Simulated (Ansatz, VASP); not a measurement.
## One calculation of Mo, two programs

The input INCAR:

```
  PREC = Accurate
  ENCUT = 520
  EDIFF = 1E-6
  ISMEAR = 0
  SIGMA = 0.15
  LREAL = F
  LASPH = T
  NELM = 80
  ALGO = Fast
  ISIF = 2
  LWAVE = F
  LCHARG = F
  GGA = PE
  NBANDS = 13
```

Contents of KPOINTS:

```
Automatic mesh
0
Gamma
  20 20 20
```

Contents of POSCAR:

```
Mo
1.0
    0.0000000000      2.0956000000      1.9344000000
    2.0956000000      0.0000000000      1.9344000000
    2.0956000000      2.0956000000      0.0000000000
Mo
1
Direct
    0.0000000000      0.0000000000      0.0000000000
```

Input for Ansatz:

```yaml
crystal:
  lattice:
    - [0.0, 2.0956, 1.9344]
    - [2.0956, 0.0, 1.9344]
    - [2.0956, 2.0956, 0.0]
  atoms:
    - { symbol: Mo, position: [0.0, 0.0, 0.0] }
basis:
  ecutwfc: 420
kpoints:
  mp_grid: { grid: [20, 20, 20] }
hamiltonian:
  xc: pbe
scf:
  occupations: { method: gaussian, width: 0.15 }
output:
  forces: true
  stress: true
  eigenvalues: true
```

Change from the starting cell: strain +0.040 along x and y, -0.040 along z, atoms carried along.

Alike in both runs: task single point; functional PBE; k mesh 20 × 20 × 20; occupations gaussian, width 0.15 eV; no spin polarisation.

```csv
,VASP,Ansatz
version,VASP 6.6.1,Ansatz 0.2.0
potentials or method,"VASP PAW PBE potentials, release 64 (Mo_sv), cutoff 520 eV","scalar-relativistic, plane waves, PAW"
valence electrons in the cell,14,14
```

|  | VASP | Ansatz | Ansatz less VASP |
| --- | --- | --- | --- |
| gap on the k mesh at the Fermi level (eV) | none | none | - |
| pressure (GPa) | -12.0 | -12.4 | -0.40 |
| traceless stress, the component that is largest in VASP (GPa) | -9.81 | -9.82 | -0.012 |

A gap of «none» marks a metal or a gap that the smearing closes.
